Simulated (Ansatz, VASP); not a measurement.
One calculation of Ga, two programs

The input INCAR:

```
SYSTEM = Ga
  PREC = Accurate
  ENCUT = 520
  EDIFF = 1E-7
  ISMEAR = -1
  SIGMA = 0.1
  LREAL = .FALSE.
  LASPH = .TRUE.
  NELM = 60
  ALGO = Normal
  ISIF = 2
  LWAVE = .FALSE.
  LCHARG = .FALSE.
  GGA = B5
  ALDAX = 1.0
  AGGAX = 1.0
  AGGAC = 1.0
  ALDAC = 0.0
  NBANDS = 20
```

Contents of KPOINTS:

```
regular mesh
0
G
  10 10 10
  0 0 0
```

File POSCAR:

```
Ga
1.0
    0.0000000000      2.9397185135      2.9397185135
    2.9397185135      0.0000000000      2.9397185135
    2.9397185135      2.9397185135      0.0000000000
Ga
2
Direct
    0.1250000000      0.1250000000      0.1250000000
    0.8750000000      0.8750000000      0.8750000000
```

Input for Ansatz:

```yaml
crystal:
  lattice:
    - [0.0, 2.9397185135, 2.9397185135]
    - [2.9397185135, 0.0, 2.9397185135]
    - [2.9397185135, 2.9397185135, 0.0]
  atoms:
    - { symbol: Ga, position: [0.125, 0.125, 0.125] }
    - { symbol: Ga, position: [0.875, 0.875, 0.875] }
hamiltonian:
  xc: blyp
  pseudopotentials:
    kind: paw
    azcp:
      Ga: "pseudopotentials/Ga.paw.azcp"
basis:
  ecutwfc: 420
  fft_grid_basis: typed
kpoints:
  mp_grid: { grid: [10, 10, 10], shift: [0, 0, 0] }
magnetization:
  spin_polarized: false
scf:
  occupations: { method: fermi_dirac, width: 0.1 }
  lower_state_search: "off"
output:
  stress: true
```

Alike in both runs: task single point; functional BLYP; k mesh 10 × 10 × 10; occupations fermi-dirac, width 0.1 eV; no spin polarisation.

|  | VASP | Ansatz |
| --- | --- | --- |
| version | VASP 6.6.1 | Ansatz 0.2.0 |
| potentials or method | VASP PAW PBE potentials, release 64 (Ga_d), cutoff 520 eV | plane waves (420 eV) with PAW, scalar-relativistic |
| valence electrons in the cell | 26 | 26 |

VASP gave:

```
pressure (GPa) : 2.9
```

Problem. What did Ansatz give for the same quantities?

Solution. Pressure (GPa): 2.8.

VASP's potentials were made for PBE, not for BLYP.
